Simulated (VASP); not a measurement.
# ZrO2 (Fm-3m) in VASP: further runs, part 2 of 2

VASP 6.6.1. Earlier steps stand in the parts before.

## 3. Single point, r2SCAN

This run uses another cell than the first one, of 10.99 Å³/atom.

POSCAR

```
ZrO2
1.0
    0.0000000000      2.5447130569      2.5447130569
    2.5447130569      0.0000000000      2.5447130569
    2.5447130569      2.5447130569      0.0000000000
Zr O
1 2
Direct
    0.0000000000      0.0000000000      0.0000000000
    0.7500000000      0.7500000000      0.7500000000
    0.2500000000      0.2500000000      0.2500000000
```

INCAR.step1

```
SYSTEM = ZrO2
PREC     = Accurate       ! precision mode
ENCUT    = 660            ! plane-wave cutoff, eV
ISMEAR   = -1             ! smearing method
SIGMA    = 0.02           ! smearing width, eV
LREAL    = .False.        ! projectors in reciprocal space
LASPH    = .True.         ! aspherical terms in the spheres
NELM     = 120            ! most SCF steps
NBANDS   = 19             ! bands
GGA      = PE             ! functional
ALGO     = Normal         ! electronic algorithm
EDIFF    = 1E-5           ! SCF threshold, eV
LWAVE    = .True.         ! write WAVECAR
LCHARG   = .False.        ! write CHGCAR
GGA_COMPAT= .False.
```

INCAR.step2

```
SYSTEM = ZrO2
PREC     = Accurate       ! precision mode
ENCUT    = 660            ! plane-wave cutoff, eV
EDIFF    = 1E-6           ! SCF threshold, eV
ISMEAR   = -1             ! smearing method
SIGMA    = 0.02           ! smearing width, eV
LREAL    = .False.        ! projectors in reciprocal space
LASPH    = .True.         ! aspherical terms in the spheres
NELM     = 120            ! most SCF steps
ALGO     = Normal         ! electronic algorithm
ISIF     = 2              ! what is computed and relaxed
LWAVE    = .False.        ! write WAVECAR
LCHARG   = .False.        ! write CHGCAR
METAGGA  = R2SCAN         ! meta-GGA
LMIXTAU  = .True.       
NBANDS   = 19             ! bands
ISTART   = 1            
GGA_COMPAT= .False.
```

KPOINTS

```
Automatic mesh
0
Gamma
  8 8 8
  0 0 0
```

Potentials or basis: VASP PAW PBE potentials, release 64 (Zr_sv, O).

Launch:

```bash
> cat potpaw_PBE.64/Zr_sv/POTCAR potpaw_PBE.64/O/POTCAR > POTCAR
> cp INCAR.step1 INCAR
> mpirun -np 1 vasp_std > vasp.out
> cp INCAR.step2 INCAR
> mpirun -np 1 vasp_std > vasp.out
```

OUTCAR:

```text
SYSTEM = ZrO2
   PREC = Accurate
   ENCUT = 660
   EDIFF = 1E-6
   ISMEAR = -1
   LREAL = .False.
   LASPH = .True.
   NELM = 120
   ISIF = 2
   METAGGA = R2SCAN
   ISTART = 1

 ion  position               nearest neighbor table
   1  0.000  0.000  0.000-   2 2.20   2 2.20   2 2.20   2 2.20   3 2.20   3 2.20   3 2.20   3 2.20

   2  0.750  0.750  0.750-   1 2.20   1 2.20   1 2.20   1 2.20
   3  0.250  0.250  0.250-   1 2.20   1 2.20   1 2.20   1 2.20

  LATTYP: Found a face centered cubic cell.
 ALAT       =     5.0894261138

  Lattice vectors:

 A1 = (   0.0000000000,   2.5447130569,   2.5447130569)
 A2 = (   2.5447130569,   0.0000000000,   2.5447130569)
 A3 = (   2.5447130569,   2.5447130569,   0.0000000000)

Analysis of symmetry for initial positions (statically):
=====================================================================
 Subroutine PRICEL returns:
 Original cell was already a primitive cell.

 Routine SETGRP: Setting up the symmetry group for a
 face centered cubic supercell.

 Subroutine GETGRP returns: Found 48 space group operations
 (whereof 48 operations were pure point group operations)
[... 163 lines left out ...]
  energy without entropy =      -45.86600779  energy(sigma->0) =      -45.86600779

 E-fermi :   7.4542     XC(G=0): -12.5338

 val. band max:        6.9158004440   @ k =   0.5000   0.5000   0.0000
 cond. band min:      10.7896957987   @ k =   0.0000   0.0000   0.0000
 fundamental gap:      3.8738953547
 Fermi energy:         7.4542011042

 k-point     1 :       0.0000    0.0000    0.0000
  band No.  band energies     occupation
      1     -42.6698      2.00000
      2     -19.7640      2.00000
      3     -19.7640      2.00000
      4     -19.7640      2.00000
      5     -12.2789      2.00000
      6      -9.7472      2.00000
[... 505 lines left out ...]
      6     -10.2901      2.00000
[... 11 lines left out ...]
     18      18.1624      0.00000
     19      22.6114      0.00000

 [... further k-points ...]

------------------------ aborting loop because EDIFF is reached ----------------------------------------

  FORCE on cell =-STRESS in cart. coord.  units (eV):
  Direction    XX          YY          ZZ          XY          YZ          ZX
  --------------------------------------------------------------------------------------
  -------------------------------------------------------------------------------------
  Total       -0.0012023     -0.0012023     -0.0012023     -0.0000000      0.0000000     -0.0000000
  in kB       -0.0584471     -0.0584471     -0.0584471     -0.0000000      0.0000000     -0.0000000
  external PRESSURE =      -0.0584471 kB  Pullay stress =       0.0000000 kB

 VOLUME and BASIS-vectors are now :
 -----------------------------------------------------------------------------
  energy-cutoff  :      660.00
  volume of cell :       32.96
      direct lattice vectors                 reciprocal lattice vectors
     0.000000000  2.544713057  2.544713057    -0.196485808  0.196485808  0.196485808
     2.544713057  0.000000000  2.544713057     0.196485808 -0.196485808  0.196485808
     2.544713057  2.544713057  0.000000000     0.196485808  0.196485808 -0.196485808

 POSITION                                       TOTAL-FORCE (eV/Angst)
 -----------------------------------------------------------------------------------
      0.00000      0.00000      0.00000        -0.000000     -0.000000     -0.000000
      3.81707      3.81707      3.81707         0.000000      0.000000      0.000000
      1.27236      1.27236      1.27236        -0.000000     -0.000000     -0.000000
 -----------------------------------------------------------------------------------
    total drift:                                0.000000     -0.000000      0.000000

  FREE ENERGIE OF THE ION-ELECTRON SYSTEM (eV)
  ---------------------------------------------------
  free  energy   TOTEN  =       -45.8660077893 eV

  energy  without entropy=      -45.8660077893  energy(sigma->0) =      -45.86600779
```

OSZICAR.step1:

```text
N       E                     dE             d eps       ncg     rms          rms(c)
DAV:   1     0.214719941132E+03    0.21472E+03   -0.16476E+04  1102   0.157E+03
DAV:   2    -0.235485473109E+02   -0.23827E+03   -0.22933E+03  1327   0.375E+02
DAV:   3    -0.344767800036E+02   -0.10928E+02   -0.10866E+02  1429   0.786E+01
DAV:   4    -0.349027773245E+02   -0.42600E+00   -0.42492E+00  1596   0.116E+01
DAV:   5    -0.349077416207E+02   -0.49643E-02   -0.49640E-02  1311   0.136E+00    0.242E+01
DAV:   6    -0.286631202539E+02    0.62446E+01   -0.23091E+01  1191   0.396E+01    0.838E+00
DAV:   7    -0.286020663769E+02    0.61054E-01   -0.10061E+00  1327   0.780E+00    0.677E+00
DAV:   8    -0.285892086569E+02    0.12858E-01   -0.36693E-01  1204   0.567E+00    0.290E+00
DAV:   9    -0.285694144849E+02    0.19794E-01   -0.58185E-02  1208   0.215E+00    0.343E-01
DAV:  10    -0.285707422855E+02   -0.13278E-02   -0.61202E-03  1274   0.741E-01    0.349E-01
DAV:  11    -0.285705329288E+02    0.20936E-03   -0.87828E-04  1228   0.301E-01    0.357E-02
DAV:  12    -0.285705722132E+02   -0.39284E-04   -0.87526E-05  1214   0.715E-02    0.583E-02
DAV:  13    -0.285705614544E+02    0.10759E-04   -0.36668E-05  1090   0.486E-02    0.554E-03
DAV:  14    -0.285705625959E+02   -0.11415E-05   -0.41355E-06   691   0.206E-02
   1 F= -.28570563E+02 E0= -.28570563E+02  d E =-.761327E-11
```

It took 52 s on 1 thread of Intel Xeon 6975P-C (Granite Rapids), shared host; peak memory 0.18 GiB.

Results:

```yaml
Free_energy: -45.8660 eV
Pressure: 0.0 GPa
Band_gap_on_the_k_mesh: 3.87 eV (least direct gap 4.28 eV)
```

Caveat: the PAW data sets were made with another functional, which shifts forces and pressure a little.
